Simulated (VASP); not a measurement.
# HC4 in VASP: notebook

The runs below take HC4 through relaxation of the atoms, single point, with PBEsol, HSE06.

Program: VASP 6.6.1. These are calculated values, not measurements. Logs are shortened: lines on timing, memory, paths and dates and some standing lists are left out, and cuts for length are marked.

## (1) The cell of the first run

The cell holds a slab with vacuum, 20 atoms: a = 2.513 Å, b = 3.554 Å, c = 24.295 Å, α = 90.00°, β = 90.00°, γ = 90.00°.

## (2) Relaxation of the atoms, PBEsol

Input file INCAR:

```
PREC = Accurate ; ENCUT = 520
EDIFF = 1E-6 ; ISMEAR = -1
SIGMA = 0.05 ; LREAL = Auto
LASPH = True ; NELM = 100
ALGO = Normal ; ISIF = 2
LWAVE = False ; LCHARG = False
GGA = PS ; IBRION = 2
NSW = 100 ; EDIFFG = -0.03
```

Input file KPOINTS:

```
Automatic mesh
0
Gamma
  6 4 1
```

Input file POSCAR:

```
HC4
1.0
    1.7769010000     -1.7769010000      0.0000000000
    0.0000000000      0.0000000000      3.5538030000
  -17.1793100000    -17.1793100000      0.0000000000
C H
16 4
Direct
    0.0003030000      0.0036020000      0.5259140000
    0.0005830000      0.9950730000      0.3182620000
    0.9958480000      0.2511860000      0.6811560000
    0.0065290000      0.2386180000      0.4742900000
    0.9993630000      0.0032560000      0.6299860000
    0.0012150000      0.9948820000      0.4207940000
    0.9964790000      0.2408240000      0.5764320000
    0.9992060000      0.2480180000      0.3706890000
    0.4895180000      0.5068380000      0.6792620000
    0.4908490000      0.4988220000      0.4742440000
    0.5027430000      0.7555880000      0.6287620000
    0.4963900000      0.7516000000      0.4221530000
    0.4947960000      0.4995940000      0.5768240000
    0.5085790000      0.5013150000      0.3698360000
    0.4935510000      0.7472960000      0.5247730000
    0.5124330000      0.7519520000      0.3181430000
    0.9971770000      0.1794220000      0.2807170000
    0.9945080000      0.0684380000      0.7183480000
    0.5107750000      0.6926960000      0.7200560000
    0.5063830000      0.5595840000      0.2806400000
```

Potentials or basis: VASP PAW PBE potentials, release 64 (C, H).

The run is started by

```
$ cat potpaw_PBE.64/C/POTCAR potpaw_PBE.64/H/POTCAR > POTCAR
$ mpirun -np 1 vasp_std > vasp.out
```

OUTCAR:

```text
PREC = Accurate
   ENCUT = 520
   EDIFF = 1E-6
   ISMEAR = -1
   LREAL = Auto
   LASPH = True
   NELM = 100
   ISIF = 2
   GGA = PS
   IBRION = 2
   NSW = 100
   EDIFFG = -0.03

 ion  position               nearest neighbor table
   1  0.000  0.004  0.526-   7 1.49   4 1.51  15 1.54  15 1.57
   2  0.001  0.995  0.318-  17 1.12  16 1.50  16 1.55   8 1.56
   3  0.996  0.251  0.681-  18 1.11   5 1.52   9 1.54   9 1.56
   4  0.007  0.239  0.474-   1 1.51  10 1.53   6 1.56  10 1.59
   5  0.999  0.003  0.630-   3 1.52  11 1.53  11 1.54   7 1.55
   6  0.001  0.995  0.421-   8 1.51  12 1.52  12 1.54   4 1.56
[... 8 lines left out ...]
  15  0.494  0.747  0.525-  10 1.51   1 1.54  13 1.54   1 1.57
  16  0.512  0.752  0.318-  20 1.14   2 1.50  14 1.54   2 1.55
  17  0.997  0.179  0.281-   2 1.12
  18  0.995  0.068  0.718-   3 1.11
  19  0.511  0.693  0.720-   9 1.19
  20  0.506  0.560  0.281-  16 1.14

  LATTYP: Found a simple orthorhombic cell.
 ALAT       =     2.5129174932
 B/A-ratio  =     1.4142139603
 C/A-ratio  =     9.6681300759

  Lattice vectors:

 A1 = (   1.7769010000,  -1.7769010000,   0.0000000000)
 A2 = (   0.0000000000,   0.0000000000,   3.5538030000)
 A3 = ( -17.1793100000, -17.1793100000,   0.0000000000)

Analysis of symmetry for initial positions (statically):
=====================================================================
 Subroutine PRICEL returns:
 Original cell was already a primitive cell.

 Routine SETGRP: Setting up the symmetry group for a
 simple orthorhombic supercell.

 Subroutine GETGRP returns: Found  1 space group operations
 (whereof  1 operations were pure point group operations)
 out of a pool of  8 trial point group operations.

The static configuration has the point symmetry C_1 .

Analysis of symmetry for dynamics (positions and initial velocities):
=====================================================================
 Subroutine PRICEL returns:
 Original cell was already a primitive cell.

 Routine SETGRP: Setting up the symmetry group for a
 simple orthorhombic supercell.

 Subroutine GETGRP returns: Found  1 space group operations
 (whereof  1 operations were pure point group operations)
 out of a pool of  8 trial point group operations.

The dynamic configuration has the point symmetry C_1 .

 Subroutine INISYM returns: Found  1 space group operations
 (whereof  1 operations are pure point group operations),
 and found     1 'primitive' translations

----------------------------------------------------------------------------------------

                                     Primitive cell

  volume of cell :     216.9663

  direct lattice vectors                    reciprocal lattice vectors
     1.776901000 -1.776901000  0.000000000     0.281388777 -0.281388777  0.000000000
     0.000000000  0.000000000  3.553803000     0.000000000  0.000000000  0.281388698
   -17.179310000-17.179310000  0.000000000    -0.029104778 -0.029104778  0.000000000

  length of vectors
     2.512917493  3.553803000 24.295213194     0.397943825  0.281388698  0.041160371

  position of ions in fractional coordinates (direct lattice)
     0.000303000  0.003602000  0.525914000
     0.000583000  0.995073000  0.318262000
     0.995848000  0.251186000  0.681156000
     0.006529000  0.238618000  0.474290000
     0.999363000  0.003256000  0.629986000
     0.001215000  0.994882000  0.420794000
[... 12 lines left out ...]
     0.510775000  0.692696000  0.720056000
     0.506383000  0.559584000  0.280640000

  ion indices of the primitive-cell ions
   primitive index   ion index
                 1           1
                 2           2
                 3           3
                 4           4
                 5           5
                 6           6
[... 12 lines left out ...]
                19          19
                20          20

----------------------------------------------------------------------------------------

 KPOINTS: Automatic mesh

Automatic generation of k-mesh.
 Grid dimensions read from file:
 generate k-points for:    6    4    1

 Generating k-lattice:

  Cartesian coordinates                     Fractional coordinates (reciprocal lattice)
     0.046898130 -0.046898130  0.000000000     0.166666667  0.000000000  0.000000000
     0.000000000  0.000000000  0.070347175     0.000000000  0.250000000  0.000000000
    -0.029104778 -0.029104778  0.000000000     0.000000000  0.000000000  1.000000000

  Length of vectors
     0.066323971  0.070347175  0.041160371

  Shift w.r.t. Gamma in fractional coordinates (k-lattice)
     0.000000000  0.000000000  0.000000000

 Subroutine IBZKPT returns following result:
 ===========================================

 Found     14 irreducible k-points:

 Following reciprocal coordinates:
            Coordinates               Weight
  0.000000  0.000000  0.000000      1.000000
  0.166667  0.000000  0.000000      2.000000
  0.333333  0.000000  0.000000      2.000000
  0.500000  0.000000  0.000000      1.000000
  0.000000  0.250000  0.000000      2.000000
  0.166667  0.250000  0.000000      2.000000
  0.166667 -0.250000  0.000000      2.000000
  0.333333  0.250000  0.000000      2.000000
  0.333333 -0.250000  0.000000      2.000000
  0.500000  0.250000  0.000000      2.000000
  0.000000  0.500000  0.000000      1.000000
  0.166667  0.500000  0.000000      2.000000
  0.333333  0.500000  0.000000      2.000000
  0.500000  0.500000  0.000000      1.000000
   k-points           NKPTS =     14   k-points in BZ     NKDIM =     14   number of bands    NBANDS=     45
   number of dos      NEDOS =    301   number of ions     NIONS =     20
   total plane-waves  NPLWV = 107520
   dimension x,y,z NGX =    20 NGY =   28 NGZ =  192
   dimension x,y,z NGXF=    40 NGYF=   56 NGZF=  384
   ions per type =              16   4
   NGX,Y,Z   is equivalent  to a cutoff of  13.23, 13.10, 13.14 a.u.
   NGXF,Y,Z  is equivalent  to a cutoff of  26.46, 26.20, 26.28 a.u.
 SYSTEM =  unknown system
   PREC   = accura    normal or accurate (medium, high low for compatibility)
   ISTART =      0    job   : 0-new  1-cont  2-samecut
   ICHARG =      2    charge: 1-file 2-atom 10-const
   ISPIN  =      1    spin polarized calculation?
   LNONCOLLINEAR =      F non collinear calculations
   LSORBIT =      F    spin-orbit coupling
   LASPH  =      T    aspherical Exc in radial PAW
   ENCUT  =  520.0 eV  38.22 Ry    6.18 a.u.   4.67  6.61 45.17*2*pi/ulx,y,z
   NELM   =    100;   NELMIN=  2; NELMDL= -5     # of ELM steps
   EDIFF  = 0.1E-05   stopping-criterion for ELM
   LREAL  =      T    real-space projection
   EDIFFG = -.3E-01   stopping-criterion for IOM
   NSW    =    100    number of steps for IOM
   IBRION =      2    ionic relax: 0-MD 1-quasi-New 2-CG
   NFREE  =      1    steps in history (QN), initial steepest desc. (CG)
   ISIF   =      2    stress and relaxation
   ISYM   =      2    0-nonsym 1-usesym 2-fastsym
   POTIM  = 0.5000    time-step for ionic-motion
   TEBEG  =    0.0;   TEEND  =   0.0 temperature during run
   PSTRESS=    0.0 pullay stress
   NELECT =      68.0000    total number of electrons
   NUPDOWN=      -1.0000    fix difference up-down
   EMIN   =  10.00;   EMAX   =-10.00  energy-range for DOS
   EFERMI =   0.00;   METHOD = LEGACY
   ISMEAR =    -1;   SIGMA  =   0.05  broadening in eV -4-tet -1-fermi 0-gaus
   EFERMI_NEDOS =   21; number of points for ismear=-14 and -15
   IALGO  =     38    algorithm
   IMIX   =      4    mixing-type and parameters
     AMIX     =   0.40;   BMIX     =  1.00
     AMIX_MAG =   1.60;   BMIX_MAG =  1.00
  volume/ion in A,a.u.               =      10.85        73.21
  Fermi-wavevector in a.u.,A,eV,Ry     =   1.112023  2.101418 16.824893  1.236595
  Thomas-Fermi vector in A             =   2.248592
   LORBIT       =      0    0 simple, 1 ext, 2 COOP (PROOUT), +10 PAW based schemes
   GGA     = PS    functional components
   LHFCALC =     F    Hartree Fock is set to
   AEXX    =    0.0000 exact exchange contribution
   IVDW    =     0    specifies the selected vdW correction
   LEPSILON=     F    determine dielectric tensor
   LRPA    =     F    only Hartree local field effects (RPA)
 conjugate gradient relaxation of ions
 non-spin polarized calculation
  energy-cutoff  :      520.00
  volume of cell :      216.97
 maximum number of plane-waves:      5887
 NGX is ok and might be reduce to    20
   NGX =  9   NGY = 13   NGZ = 91

--------------------------------------- Ionic step        1  -------------------------------------------

 number of electron      68.0000002 magnetization

 Free energy of the ion-electron system (eV)
  ---------------------------------------------------
  ext. energy  EPLUGINS =         0.00000000
  ---------------------------------------------------
  free energy    TOTEN  =      -167.41481077 eV

  energy without entropy =     -167.41481077  energy(sigma->0) =     -167.41481077

------------------------ aborting loop because EDIFF is reached ----------------------------------------

  FORCE on cell =-STRESS in cart. coord.  units (eV):
  Direction    XX          YY          ZZ          XY          YZ          ZX
  --------------------------------------------------------------------------------------
  -------------------------------------------------------------------------------------
  Total       -0.9780134     -0.2018361      1.5334420     -3.0971860      0.9188297      1.3714106
  in kB       -7.2220932     -1.4904488     11.3236294    -22.8710221      6.7850543     10.1271164
  external PRESSURE =       0.8703625 kB  Pullay stress =       0.0000000 kB
[... 143 lines left out ...]
  FREE ENERGIE OF THE ION-ELECTRON SYSTEM (eV)
  ---------------------------------------------------
  free  energy   TOTEN  =      -167.8044936178 eV

  energy  without entropy=     -167.8044936177  energy(sigma->0) =     -167.80449362

[... ionic steps 4 to 15 ...]

--------------------------------------- Ionic step       16  -------------------------------------------

 number of electron      68.0000006 magnetization

------------------------ aborting loop because EDIFF is reached ----------------------------------------

  FORCE on cell =-STRESS in cart. coord.  units (eV):
  Direction    XX          YY          ZZ          XY          YZ          ZX
  --------------------------------------------------------------------------------------
  -------------------------------------------------------------------------------------
  Total        0.7812330      1.2491428      4.7928505     -1.8653173      0.3183132      0.3165753
  in kB        5.7689780      9.2242354     35.3925759    -13.7743464      2.3505687      2.3377353
  external PRESSURE =      16.7952631 kB  Pullay stress =       0.0000000 kB
[... 93 lines left out ...]
  energy  without entropy=     -167.9019635153  energy(sigma->0) =     -167.90196352

--------------------------------------- Ionic step       18  -------------------------------------------

 number of electron      68.0000006 magnetization

 Free energy of the ion-electron system (eV)
  ---------------------------------------------------
  ext. energy  EPLUGINS =         0.00000000
  ---------------------------------------------------
  free energy    TOTEN  =      -167.90213832 eV

  energy without entropy =     -167.90213832  energy(sigma->0) =     -167.90213832

 E-fermi :   3.4916     XC(G=0):  -6.7361

 val. band max:        2.4555501190   @ k =   0.0000   0.0000   0.0000
 cond. band min:       4.5526119538   @ k =   0.0000   0.0000   0.0000
 fundamental gap:      2.0970618348
 Fermi energy:         3.4915956443

 k-point     1 :       0.0000    0.0000    0.0000
  band No.  band energies     occupation
      1     -18.7945      2.00000
      2     -18.1267      2.00000
      3     -17.0213      2.00000
      4     -15.5134      2.00000
      5     -13.7399      2.00000
      6     -11.9074      2.00000
[... 708 lines left out ...]
  FREE ENERGIE OF THE ION-ELECTRON SYSTEM (eV)
  ---------------------------------------------------
  free  energy   TOTEN  =      -167.9021383214 eV

  energy  without entropy=     -167.9021383213  energy(sigma->0) =     -167.90213832

 reached required accuracy - stopping structural energy minimisation
```

It took 67 min on 1 thread of Oxide Virtual Turin-like, shared host; peak memory 0.32 GiB.

What came out:

```yaml
Free_energy: -167.9021 eV
Energy_gained_by_relaxing: 24.4 meV/atom
Ionic_steps: 18
Largest_force_after_relaxing: 0.028 eV/Å
Band_gap_on_the_k_mesh: 2.10 eV
```

Forces in eV/Å, atoms in the order of the input:
```
C   -0.011 -0.021 -0.002
C   -0.005 -0.001  0.001
C    0.007  0.010 -0.003
C    0.012  0.002  0.000
C    0.011  0.003 -0.004
C   -0.004 -0.004  0.007
C    0.005  0.006 -0.006
C   -0.010 -0.009  0.007
C    0.014  0.008 -0.007
C    0.007  0.008  0.001
C    0.009 -0.008 -0.003
C    0.008  0.006 -0.009
C   -0.002  0.010 -0.006
C    0.003  0.004  0.010
C   -0.011 -0.011  0.001
C   -0.005  0.004  0.015
H   -0.013 -0.001  0.012
H    0.010  0.004 -0.020
H    0.000  0.000 -0.001
H   -0.025 -0.010  0.009
```

The path:
| step | energy change (eV) | largest force (eV/Å) | pressure (GPa) |
| --- | --- | --- | --- |
| 1 | 0.0000 | 2.8196 | 0.09 |
| 2 | 0.9768 | 5.5212 | 2.62 |
| 3 | -0.3897 | 0.8564 | 0.26 |
| 4 | -0.4198 | 1.0056 | 1.13 |
| 5 | -0.4419 | 0.5915 | 0.76 |
| 6 | -0.4661 | 0.4011 | 1.22 |
| 7 | -0.4663 | 0.3364 | 1.18 |
| 8 | -0.4755 | 0.3742 | 1.47 |
| 9 | -0.4762 | 0.2348 | 1.41 |
| 10 | -0.4831 | 0.1698 | 1.54 |
| 11 | -0.4831 | 0.1752 | 1.55 |
| 12 | -0.4863 | 0.0814 | 1.64 |
| 13 | -0.4863 | 0.0803 | 1.63 |
| 14 | -0.4868 | 0.0895 | 1.68 |
| 15 | -0.4870 | 0.0415 | 1.66 |
| 16 | -0.4872 | 0.0364 | 1.68 |
| 17 | -0.4872 | 0.0330 | 1.68 |
| 18 | -0.4873 | 0.0281 | 1.70 |

Final structure:
```yaml
crystal:
  lattice:
    - [1.77690, -1.77690, 0.00000]
    - [0.00000, 0.00000, 3.55380]
    - [-17.17931, -17.17931, 0.00000]
  atoms:
    - { symbol: C, position: [0.99936, 0.99974, 0.52547] }
    - { symbol: C, position: [0.00145, 0.99249, 0.31918] }
    - { symbol: C, position: [0.99846, 0.25634, 0.67995] }
    - { symbol: C, position: [0.99980, 0.24912, 0.47365] }
    - { symbol: C, position: [0.99859, 0.00000, 0.62927] }
    - { symbol: C, position: [0.00045, 0.99867, 0.42183] }
    - { symbol: C, position: [0.99908, 0.25010, 0.57732] }
    - { symbol: C, position: [0.00101, 0.24872, 0.36989] }
    - { symbol: C, position: [0.49844, 0.49605, 0.67992] }
    - { symbol: C, position: [0.49986, 0.49914, 0.47366] }
    - { symbol: C, position: [0.49855, 0.75151, 0.62923] }
    - { symbol: C, position: [0.50043, 0.74840, 0.42184] }
    - { symbol: C, position: [0.49913, 0.50049, 0.57732] }
    - { symbol: C, position: [0.50098, 0.49721, 0.36992] }
    - { symbol: C, position: [0.49942, 0.74966, 0.52546] }
    - { symbol: C, position: [0.50147, 0.75269, 0.31919] }
    - { symbol: H, position: [0.00200, 0.16295, 0.28113] }
    - { symbol: H, position: [0.99812, 0.08625, 0.71802] }
    - { symbol: H, position: [0.49843, 0.66763, 0.71785] }
    - { symbol: H, position: [0.50221, 0.58144, 0.28118] }
```

Caveat: the k points lie up to 0.44 Å⁻¹ apart; there is no dipole correction, which matters where the two faces differ; the PAW data sets were made with another functional, which shifts forces and pressure a little.

## (3) Single point, HSE06

Input file POSCAR:

```
HC4
1.0
    1.7769010000     -1.7769010000      0.0000000000
    0.0000000000      0.0000000000      3.5538030000
  -17.1793100000    -17.1793100000      0.0000000000
C H
16 4
Direct
    0.9998700000      0.9993950000      0.5254090000
    0.9998230000      0.9943120000      0.3195670000
    0.9998950000      0.2546420000      0.6795410000
    0.9999050000      0.2494040000      0.4737070000
    0.9998020000      0.9987160000      0.6289390000
    0.9999060000      0.9996420000      0.4219990000
    0.9998850000      0.2492680000      0.5771110000
    0.9999390000      0.2502450000      0.3701760000
    0.4998980000      0.4940840000      0.6795750000
    0.4998900000      0.4993930000      0.4737140000
    0.4997920000      0.7502950000      0.6289770000
    0.4999020000      0.7493230000      0.4219970000
    0.4998700000      0.4995780000      0.5771440000
    0.4999530000      0.4986760000      0.3701710000
    0.4998590000      0.7494140000      0.5254290000
    0.4998300000      0.7548590000      0.3195870000
    0.9997330000      0.1653000000      0.2816260000
    0.9998590000      0.0832410000      0.7174360000
    0.4998690000      0.6648830000      0.7175350000
    0.4997490000      0.5839320000      0.2816430000
```

Input file INCAR.step1:

```
ALGO = Normal
EDIFF = 1E-5
ENCUT = 520
GGA = PE
ISIF = 2
ISMEAR = -1
LASPH = T
LREAL = Auto
LWAVE = T
NBANDS = 50
NELM = 60
PREC = Accurate
SIGMA = 0.05
```

Input file INCAR.step2:

```
ALGO = Normal
EDIFF = 1E-6
ENCUT = 520
GGA = PE
HFSCREEN = 0.2079
ISIF = 2
ISMEAR = -1
ISTART = 1
LASPH = T
LCHARG = T
LELF = T
LHFCALC = T
LREAL = Auto
LVHAR = T
LWAVE = F
NBANDS = 50
NELM = 60
PREC = Accurate
PRECFOCK = Fast
SIGMA = 0.05
```

Input file KPOINTS:

```
k-points
0
Gamma
  4 3 1
```

Potentials or basis: VASP PAW PBE potentials, release 64 (C, H).

The run is started by

```
$ cat potpaw_PBE.64/C/POTCAR potpaw_PBE.64/H/POTCAR > POTCAR
$ cp INCAR.step1 INCAR
$ mpirun -np 1 vasp_std > vasp.out
$ cp INCAR.step2 INCAR
$ mpirun -np 1 vasp_std > vasp.out
```

It took 46 min on 1 thread of Oxide Virtual Turin-like, shared host; peak memory 0.45 GiB.

The run converged. Its results:

```yaml
Free_energy: -184.8235 eV
Largest_force: 0.397 eV/Å
Band_gap_on_the_k_mesh: 2.81 eV
```

Forces in eV/Å, atoms in the order of the input:
```
C   -0.008 -0.008 -0.030
C    0.170  0.168  0.138
C   -0.178 -0.174 -0.145
C    0.007  0.009  0.038
C   -0.002 -0.004 -0.044
C    0.004  0.004 -0.044
C   -0.024 -0.020  0.034
C   -0.002  0.000  0.044
C   -0.168 -0.167  0.150
C    0.009  0.008 -0.026
C    0.015  0.010  0.023
C   -0.001 -0.002  0.027
C   -0.005 -0.004 -0.029
C   -0.012 -0.006 -0.025
C    0.003  0.000  0.032
C    0.185  0.183 -0.149
H   -0.214 -0.217 -0.250
H    0.215  0.214  0.255
H    0.220  0.219 -0.249
H   -0.212 -0.214  0.249
```

Levels at points of the mesh, in eV from the valence-band top:
```
           k point  band 30  band 31  band 32  band 33  band 34  band 35  band 36  band 37  band 38  band 39
(0.00, 0.00, 0.00)    -1.45    -0.60    -0.55    -0.42     0.00     2.81     2.85     3.80     4.83     6.27
(0.50, 0.00, 0.00)    -6.54    -5.18    -5.18    -3.70    -3.70     6.31     6.32     6.55     6.55     7.12
```

Caveat: the k points lie up to 0.63 Å⁻¹ apart; there is no dipole correction, which matters where the two faces differ; the PAW data sets were made with another functional, which shifts forces and pressure a little.
